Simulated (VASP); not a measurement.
A run of VASP 6.6.1:

File INCAR:

```
PREC = Accurate
ENCUT = 600
EDIFF = 1E-7
ISMEAR = 0
SIGMA = 0.1
LREAL = False
LASPH = True
NELM = 60
ALGO = Normal
ISIF = 3
LWAVE = False
LCHARG = False
GGA = PE
IBRION = 2
NSW = 90
EDIFFG = -0.04
```

File KPOINTS:

```
regular mesh
0
Gamma
  6 6 6
```

The input POSCAR:

```
HfBe2Si2
1.0
   -1.7753016000      1.7753016000      4.7410400600
    1.7753016000     -1.7753016000      4.7410400600
    1.7753016000      1.7753016000     -4.7410400600
Hf Be Si
1 2 2
Direct
    0.0000000000      0.0000000000      0.0000000000
    0.3779999900      0.3779999900      0.0000000000
    0.6220000100      0.6220000100      0.0000000000
    0.7500000000      0.2500000000      0.5000000000
    0.2500000000      0.7500000000      0.5000000000
```

Potentials or basis: VASP PAW PBE potentials, release 64 (Hf_pv, Be, Si).

Run with:

```sh
$ cat potpaw_PBE.64/Hf_pv/POTCAR potpaw_PBE.64/Be/POTCAR potpaw_PBE.64/Si/POTCAR > POTCAR
$ mpirun -np 1 vasp_std > vasp.out
```

Hardware: 1 thread of Oxide Virtual Turin-like Processor, on a shared host.

Problem. Estimate the wall time of this run.

Solution. Run time: 14 min on 1 thread of Oxide Virtual Turin-like Processor, on a shared host, peak memory 0.34 GiB. Counts: scf iterations 95, k points 30, ion steps 11.
